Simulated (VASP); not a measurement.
Input of a VASP 6.6.1 run:

Contents of POSCAR:

```
Ti
1.0
    0.0000000000      2.3434638167      1.5232514809
    2.3434638167      0.0000000000      1.5232514809
    2.3434638167      2.3434638167      0.0000000000
Ti
1
Direct
    0.0000000000      0.0000000000      0.0000000000
```

INCAR.step1

```
ALGO = Normal
EDIFF = 1E-4
ENCUT = 520
GGA = PE
ISMEAR = 0
LASPH = True
LCHARG = False
LREAL = False
LWAVE = True
NBANDS = 12
NELM = 80
PREC = Accurate
SIGMA = 0.15
```

The input INCAR.step2:

```
ALGO = Normal
EDIFF = 1E-7
ENCUT = 520
ISIF = 2
ISMEAR = 0
ISTART = 1
LASPH = True
LCHARG = False
LMIXTAU = True
LREAL = False
LWAVE = False
METAGGA = R2SCAN
NBANDS = 12
NELM = 80
PREC = Accurate
SIGMA = 0.15
```

The input KPOINTS:

```
k-points
0
Gamma
  22 22 22
```

Potentials or basis: VASP PAW PBE potentials, release 64 (Ti_sv).

Launch:

```bash
$ cat potpaw_PBE.64/Ti_sv/POTCAR > POTCAR
$ cp INCAR.step1 INCAR
$ mpirun -np 1 vasp_std > vasp.out
$ cp INCAR.step2 INCAR
$ mpirun -np 1 vasp_std > vasp.out
```

(1) Predict the band gap on the k mesh.

(2) Predict the pressure.

## Answers

(1) zero (band 6 reaches 9.63 eV, above the bottom of band 7 at 7.88 eV).

(2) 3.8 GPa.

Caveat: the PAW data sets were made with another functional, which shifts forces and pressure a little.
